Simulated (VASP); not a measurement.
Runs of VASP 6.6.1 on Be. The structure is that of space group P6_3/mmc (No. 194), or close to it. The cells are those of the table. 

```tsv
task	cell	k mesh	cutoff (eV)	gap on the mesh (eV)	pressure (GPa)	relaxed volume (Å³/atom)
relaxation of shape and atoms at fixed volume	relaxed from a = 2.248, b = 2.248, c = 3.551 Å, angles 90.0, 90.0, 120.0°, 2 atoms	21 × 21 × 12	600	none	-3.3	-
single point	a = 2.272, b = 2.272, c = 3.579 Å, angles 90.0, 90.0, 120.0°, 2 atoms	21 × 21 × 12	520	none	-6.6	-
relaxation of cell and atoms	relaxed from a = 2.285, b = 2.285, c = 3.584 Å, angles 90.0, 90.0, 120.0°, 2 atoms	9 × 9 × 6	600	none	-0.1	7.59
single point	a = 2.249, b = 2.249, c = 3.548 Å, angles 90.0, 90.0, 120.0°, 2 atoms	21 × 21 × 12	520	none	-3.3	-
relaxation of shape and atoms at fixed volume	relaxed from a = 2.204, b = 2.204, c = 3.481 Å, angles 90.0, 90.0, 120.0°, 2 atoms	21 × 21 × 12	600	none	4.7	-
single point	a = 2.155, b = 2.155, c = 3.416 Å, angles 90.0, 90.0, 120.0°, 2 atoms	21 × 21 × 12	520	none	15.1	-
single point	a = 2.285, b = 2.285, c = 3.584 Å, angles 90.0, 90.0, 120.0°, 2 atoms	9 × 9 × 6	520	none	(b)	-
relaxation of shape and atoms at fixed volume	relaxed from a = 2.271, b = 2.271, c = 3.582 Å, angles 90.0, 90.0, 120.0°, 2 atoms	21 × 21 × 12	600	none	-6.5	-
relaxation of cell and atoms	relaxed from a = 2.236, b = 2.236, c = 3.490 Å, angles 90.0, 90.0, 120.0°, 2 atoms	21 × 21 × 12	600	none	0.0	(a)
single point	a = 2.203, b = 2.203, c = 3.483 Å, angles 90.0, 90.0, 120.0°, 2 atoms	21 × 21 × 12	520	none	4.7	-
relaxation of shape and atoms at fixed volume	relaxed from a = 2.180, b = 2.180, c = 3.447 Å, angles 90.0, 90.0, 120.0°, 2 atoms	21 × 21 × 12	600	none	9.5	-
single point	a = 2.294, b = 2.294, c = 3.609 Å, angles 90.0, 90.0, 120.0°, 2 atoms	21 × 21 × 12	520	none	-9.4	-
```

Alike in all rows: level LDA; potentials or basis VASP PAW LDA potentials, release 64 (Be); no spin polarisation; smearing gaussian 0.1 eV.

**Question.** Estimate the missing entries.

**Answer.** (a) 7.57; (b) -8.0.

A gap of «none» marks levels without a gap at the run's occupations.
